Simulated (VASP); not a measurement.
# NiO (Fm-3m) in VASP: a series of runs

Runs on NiO. Level: r2SCAN. Tasks: single point.

All numbers are computed with VASP 6.6.1; they aren't measurements. Logs are shortened: lines on timing, memory, paths and dates and some standing lists are left out, and cuts for length are marked.

## Step 1: The cell of the first run

Symmetry: Fm-3m, No. 225, cubic system. Conventional cell: a = 4.188 Å, b = 4.188 Å, c = 4.188 Å, α = 90.00°, β = 90.00°, γ = 90.00°. Ni (site symmetry m-3m) has 6 O at 2.09 Å within 2.8 Å. Within 2.8 Å of O (site symmetry m-3m) lie 6 Ni at 2.09 Å.

## Step 2: Single point, r2SCAN, collinear spin, ferromagnetic start

POSCAR

```
NiO
1.0
    0.0000000000      2.0942116207      2.0942116207
    2.0942116207      0.0000000000      2.0942116207
    2.0942116207      2.0942116207      0.0000000000
Ni O
1 1
Direct
    0.0000000000      0.0000000000      0.0000000000
    0.5000000000      0.5000000000      0.5000000000
```

INCAR.step1

```
SYSTEM = NiO
  PREC = Accurate
  ENCUT = 520
  ISMEAR = 0
  SIGMA = 0.02
  LREAL = .False.
  LASPH = .True.
  NELM = 150
  ISPIN = 2
  MAGMOM = 1.83 0.32
  LMAXMIX = 4
  NBANDS = 19
  GGA = PE
  ALGO = Normal
  EDIFF = 1E-4
  LWAVE = .True.
  LCHARG = .False.
```

INCAR.step2

```
SYSTEM = NiO
  PREC = Accurate
  ENCUT = 520
  EDIFF = 1E-7
  ISMEAR = 0
  SIGMA = 0.02
  LREAL = .False.
  LASPH = .True.
  NELM = 150
  ALGO = Normal
  ISIF = 2
  LWAVE = .False.
  LCHARG = .False.
  ISPIN = 2
  MAGMOM = 1.83 0.32
  LORBIT = 11
  LMAXMIX = 4
  METAGGA = R2SCAN
  LMIXTAU = .True.
  NBANDS = 19
  ISTART = 1
```

KPOINTS

```
Automatic mesh
0
Gamma
  12 12 12
  0 0 0
```

Potentials or basis: VASP PAW PBE potentials, release 64 (Ni, O).

Run with:

```bash
$ cat potpaw_PBE.64/Ni/POTCAR potpaw_PBE.64/O/POTCAR > POTCAR
$ cp INCAR.step1 INCAR
$ mpirun -np 1 vasp_std > vasp.out
$ cp INCAR.step2 INCAR
$ mpirun -np 1 vasp_std > vasp.out
```

OUTCAR:

```text
SYSTEM = NiO
   PREC = Accurate
   ENCUT = 520
   EDIFF = 1E-7
   ISMEAR = 0
   LREAL = .False.
   LASPH = .True.
   NELM = 150
   ISIF = 2
   ISPIN = 2
   LORBIT = 11
   METAGGA = R2SCAN
   ISTART = 1

 ion  position               nearest neighbor table
   1  0.000  0.000  0.000-   2 2.09   2 2.09   2 2.09   2 2.09   2 2.09   2 2.09
   2  0.500  0.500  0.500-   1 2.09   1 2.09   1 2.09   1 2.09   1 2.09   1 2.09

  LATTYP: Found a face centered cubic cell.
 ALAT       =     4.1884232414

  Lattice vectors:

 A1 = (   0.0000000000,   2.0942116207,   2.0942116207)
 A2 = (   2.0942116207,   0.0000000000,   2.0942116207)
 A3 = (   2.0942116207,   2.0942116207,   0.0000000000)

Analysis of symmetry for initial positions (statically):
=====================================================================
 Subroutine PRICEL returns:
 Original cell was already a primitive cell.

 Routine SETGRP: Setting up the symmetry group for a
 face centered cubic supercell.

 Subroutine GETGRP returns: Found 48 space group operations
 (whereof 48 operations were pure point group operations)
 out of a pool of 48 trial point group operations.

The static configuration has the point symmetry O_h .

Analysis of symmetry for dynamics (positions and initial velocities):
=====================================================================
 Subroutine PRICEL returns:
 Original cell was already a primitive cell.

 Routine SETGRP: Setting up the symmetry group for a
 face centered cubic supercell.

 Subroutine GETGRP returns: Found 48 space group operations
 (whereof 48 operations were pure point group operations)
 out of a pool of 48 trial point group operations.

The dynamic configuration has the point symmetry O_h .

Analysis of structural, dynamic, and magnetic symmetry:
=====================================================================
 Subroutine PRICEL returns:
 Original cell was already a primitive cell.

 Routine SETGRP: Setting up the symmetry group for a
 face centered cubic supercell.

 Subroutine GETGRP returns: Found 48 space group operations
 (whereof 48 operations were pure point group operations)
 out of a pool of 48 trial point group operations.

The overall configuration has the point symmetry O_h .

 Subroutine INISYM returns: Found 48 space group operations
 (whereof 48 operations are pure point group operations),
 and found     1 'primitive' translations

----------------------------------------------------------------------------------------

                                     Primitive cell

  volume of cell :      18.3693

  direct lattice vectors                    reciprocal lattice vectors
     0.000000000  2.094211621  2.094211621    -0.238753331  0.238753331  0.238753331
     2.094211621  0.000000000  2.094211621     0.238753331 -0.238753331  0.238753331
     2.094211621  2.094211621  0.000000000     0.238753331  0.238753331 -0.238753331

  length of vectors
     2.961662476  2.961662476  2.961662476     0.413532900  0.413532900  0.413532900

  position of ions in fractional coordinates (direct lattice)
     0.000000000  0.000000000  0.000000000
     0.500000000  0.500000000  0.500000000

  ion indices of the primitive-cell ions
   primitive index   ion index
                 1           1
                 2           2

----------------------------------------------------------------------------------------

 KPOINTS: Automatic mesh

Automatic generation of k-mesh.
 Grid dimensions read from file:
 generate k-points for:   12   12   12

 Generating k-lattice:

  Cartesian coordinates                     Fractional coordinates (reciprocal lattice)
    -0.019896111  0.019896111  0.019896111     0.083333333  0.000000000  0.000000000
     0.019896111 -0.019896111  0.019896111     0.000000000  0.083333333  0.000000000
     0.019896111  0.019896111 -0.019896111     0.000000000  0.000000000  0.083333333

  Length of vectors
     0.034461075  0.034461075  0.034461075

  Shift w.r.t. Gamma in fractional coordinates (k-lattice)
     0.000000000  0.000000000  0.000000000

 Subroutine IBZKPT returns following result:
 ===========================================

 Found     72 irreducible k-points:

 Following reciprocal coordinates:
            Coordinates               Weight
  0.000000  0.000000  0.000000      1.000000
  0.083333  0.000000  0.000000      8.000000
  0.166667  0.000000  0.000000      8.000000
  0.250000  0.000000  0.000000      8.000000
  0.333333  0.000000  0.000000      8.000000
  0.416667  0.000000  0.000000      8.000000
[... 16 lines left out ...]
  0.500000  0.166667  0.000000     24.000000
 -0.416667  0.166667  0.000000     24.000000
 [... further k-points ...]
   k-points           NKPTS =     72   k-points in BZ     NKDIM =     72   number of bands    NBANDS=     19
   number of dos      NEDOS =    301   number of ions     NIONS =      2
   total plane-waves  NPLWV =  13824
   dimension x,y,z NGX =    24 NGY =   24 NGZ =   24
   dimension x,y,z NGXF=    48 NGYF=   48 NGZF=   48
   ions per type =               1   1
   NGX,Y,Z   is equivalent  to a cutoff of  13.47, 13.47, 13.47 a.u.
   NGXF,Y,Z  is equivalent  to a cutoff of  26.94, 26.94, 26.94 a.u.
 SYSTEM =  NiO
   PREC   = accura    normal or accurate (medium, high low for compatibility)
   ISTART =      1    job   : 0-new  1-cont  2-samecut
   ICHARG =      0    charge: 1-file 2-atom 10-const
   ISPIN  =      2    spin polarized calculation?
   LNONCOLLINEAR =      F non collinear calculations
   LSORBIT =      F    spin-orbit coupling
   LASPH  =      T    aspherical Exc in radial PAW
   ENCUT  =  520.0 eV  38.22 Ry    6.18 a.u.   5.51  5.51  5.51*2*pi/ulx,y,z
   NELM   =    150;   NELMIN=  2; NELMDL=  0     # of ELM steps
   EDIFF  = 0.1E-06   stopping-criterion for ELM
   LREAL  =      F    real-space projection
   EDIFFG = 0.1E-05   stopping-criterion for IOM
   NSW    =      0    number of steps for IOM
   IBRION =     -1    ionic relax: 0-MD 1-quasi-New 2-CG
   NFREE  =      0    steps in history (QN), initial steepest desc. (CG)
   ISIF   =      2    stress and relaxation
   ISYM   =      2    0-nonsym 1-usesym 2-fastsym
   POTIM  = 0.5000    time-step for ionic-motion
   TEBEG  =    0.0;   TEEND  =   0.0 temperature during run
   PSTRESS=    0.0 pullay stress
   NELECT =      16.0000    total number of electrons
   NUPDOWN=      -1.0000    fix difference up-down
   EMIN   =  10.00;   EMAX   =-10.00  energy-range for DOS
   EFERMI =   0.00;   METHOD = LEGACY
   ISMEAR =     0;   SIGMA  =   0.02  broadening in eV -4-tet -1-fermi 0-gaus
   EFERMI_NEDOS =   21; number of points for ismear=-14 and -15
   IALGO  =     38    algorithm
   IMIX   =      4    mixing-type and parameters
     AMIX     =   0.40;   BMIX     =  1.00
     AMIX_MAG =   1.60;   BMIX_MAG =  1.00
  volume/ion in A,a.u.               =       9.18        61.98
  Fermi-wavevector in a.u.,A,eV,Ry     =   1.563451  2.954494 33.257794  2.444379
  Thomas-Fermi vector in A             =   2.666220
   LORBIT       =     11    0 simple, 1 ext, 2 COOP (PROOUT), +10 PAW based schemes
   METAGGA = R2SCAN    functional components
   LHFCALC =     F    Hartree Fock is set to
   AEXX    =    0.0000 exact exchange contribution
   IVDW    =     0    specifies the selected vdW correction
   LEPSILON=     F    determine dielectric tensor
   LRPA    =     F    only Hartree local field effects (RPA)
 spin polarized calculation
 Gauss-broadening in eV      SIGMA  =   0.02
  energy-cutoff  :      520.00
  volume of cell :       18.37
 maximum number of plane-waves:       531
 NGX is ok and might be reduce to    24
   NGX = 11   NGY = 11   NGZ = 11

 number of electron      16.0000007 magnetization       1.9999970

 Free energy of the ion-electron system (eV)
  ---------------------------------------------------
  ext. energy  EPLUGINS =         0.00000000
  ---------------------------------------------------
  free energy    TOTEN  =       -20.11091431 eV

  energy without entropy =      -20.11091431  energy(sigma->0) =      -20.11091431

 E-fermi :   7.4820     XC(G=0): -13.3535

 val. band max:        7.3853942659   @ k =   0.5000   0.0000   0.0000
 cond. band min:       8.1257373810   @ k =   0.0000   0.0000   0.0000
 fundamental gap:      0.7403431151
 Fermi energy:         7.4820457010

 spin component 1

 k-point     1 :       0.0000    0.0000    0.0000
  band No.  band energies     occupation
      1     -13.6166      1.00000
      2       3.4186      1.00000
      3       3.4186      1.00000
      4       4.3109      1.00000
      5       4.3110      1.00000
      6       4.3110      1.00000
[... 11 lines left out ...]
     18      34.1359      0.00000
     19      34.1361      0.00000
[... 485 lines left out ...]
 k-point    24 :      -0.4167    0.1667    0.0000
  band No.  band energies     occupation
      1     -12.2603      1.00000
      2      -0.2438      1.00000
      3       1.2599      1.00000
      4       1.2608      1.00000
      5       4.6815      1.00000
      6       4.9249      1.00000
[... 11 lines left out ...]
     18      38.9297      0.00000
     19      39.1662      0.00000

 [... further k-points ...]

 spin component 2

 k-point     1 :       0.0000    0.0000    0.0000
  band No.  band energies     occupation
      1     -13.0848      1.00000
      2       5.1958      1.00000
      3       5.1961      1.00000
      4       5.1962      1.00000
      5       5.3181      1.00000
      6       5.3182      1.00000
[... 11 lines left out ...]
     18      35.1498      0.00000
     19      35.1507      0.00000
[... 485 lines left out ...]
 k-point    24 :      -0.4167    0.1667    0.0000
  band No.  band energies     occupation
      1     -11.6293      1.00000
      2       0.2295      1.00000
      3       2.6194      1.00000
      4       3.1353      1.00000
      5       6.0295      1.00000
      6       6.1092      1.00000
[... 11 lines left out ...]
     18      39.6189      0.00000
     19      39.9144      0.00000

 [... further k-points ...]
[... 5 lines left out ...]
  --------------------------------------------------------------------------------------
  -------------------------------------------------------------------------------------
  Total        0.0111372      0.0111372      0.0111372      0.0000000     -0.0000000      0.0000000
  in kB        0.9713963      0.9713963      0.9713963      0.0000000     -0.0000000      0.0000000
  external PRESSURE =       0.9713963 kB  Pullay stress =       0.0000000 kB

 VOLUME and BASIS-vectors are now :
 -----------------------------------------------------------------------------
  energy-cutoff  :      520.00
  volume of cell :       18.37
      direct lattice vectors                 reciprocal lattice vectors
     0.000000000  2.094211621  2.094211621    -0.238753331  0.238753331  0.238753331
     2.094211621  0.000000000  2.094211621     0.238753331 -0.238753331  0.238753331
     2.094211621  2.094211621  0.000000000     0.238753331  0.238753331 -0.238753331

 POSITION                                       TOTAL-FORCE (eV/Angst)
 -----------------------------------------------------------------------------------
      0.00000      0.00000      0.00000         0.000000     -0.000000     -0.000000
      2.09421      2.09421      2.09421        -0.000000      0.000000      0.000000
 -----------------------------------------------------------------------------------
    total drift:                                0.000000     -0.000000     -0.000000

  FREE ENERGIE OF THE ION-ELECTRON SYSTEM (eV)
  ---------------------------------------------------
  free  energy   TOTEN  =       -20.1109143135 eV

  energy  without entropy=      -20.1109143135  energy(sigma->0) =      -20.11091431

 total charge

# of ion       s       p       d       tot
------------------------------------------
    1        0.334   0.413   8.167   8.913
    2        1.555   3.491   0.000   5.045
--------------------------------------------------
tot          1.889   3.903   8.167  13.959

 magnetization (x)

# of ion       s       p       d       tot
------------------------------------------
    1        0.011   0.012   1.671   1.693
    2        0.028   0.248   0.000   0.276
--------------------------------------------------
tot          0.039   0.259   1.671   1.969
```

Wall time 1.9 min (1 thread of Intel Xeon Platinum 8488C (Sapphire Rapids), shared host); peak memory 0.18 GiB.

What came out:

```
Free energy                                           : -20.1109 eV
Pressure                                              : 0.1 GPa
Band gap on the k mesh                                : 0.74 eV, indirect (least direct gap 1.75 eV)
Net moment                                            : 2.00 μB per cell
Site moments                                          : Ni +1.69; O +0.28 μB
Valence electrons inside the program's atomic spheres : Ni 8.91; O 5.04
```

Levels at points of the mesh, in eV from the valence-band top:
Spin up:
| k point | band 7 | band 8 | band 9 | band 10 | band 11 | band 12 |
| --- | --- | --- | --- | --- | --- | --- |
| (0.00, 0.00, 0.00) | -2.75 | -2.75 | -2.75 | 2.16 | 18.80 | 19.62 |
| (0.50, 0.00, 0.00) | -1.82 | 0.00 | 0.00 | 6.35 | 10.87 | 14.85 |
| (0.50, 0.50, 0.00) | -3.12 | -2.17 | -2.17 | 6.77 | 11.60 | 12.75 |
Spin down:
```csv
k point,band 4,band 5,band 6,band 7,band 8,band 9,band 10,band 11
"(0.00, 0.00, 0.00)",-2.19,-2.07,-2.07,-2.07,0.74,0.74,2.71,18.89
"(0.50, 0.00, 0.00)",-4.35,-1.25,-1.25,-0.88,3.49,3.49,6.65,11.69
"(0.50, 0.50, 0.00)",-3.49,-3.05,-1.20,-1.20,1.20,1.74,7.41,12.21
```

Caveat: the PAW data sets were made with another functional, which shifts forces and pressure a little; a cell with one magnetic atom can't hold antiferromagnetic order, which such compounds often take.

(Continued in part 2 of 3.)
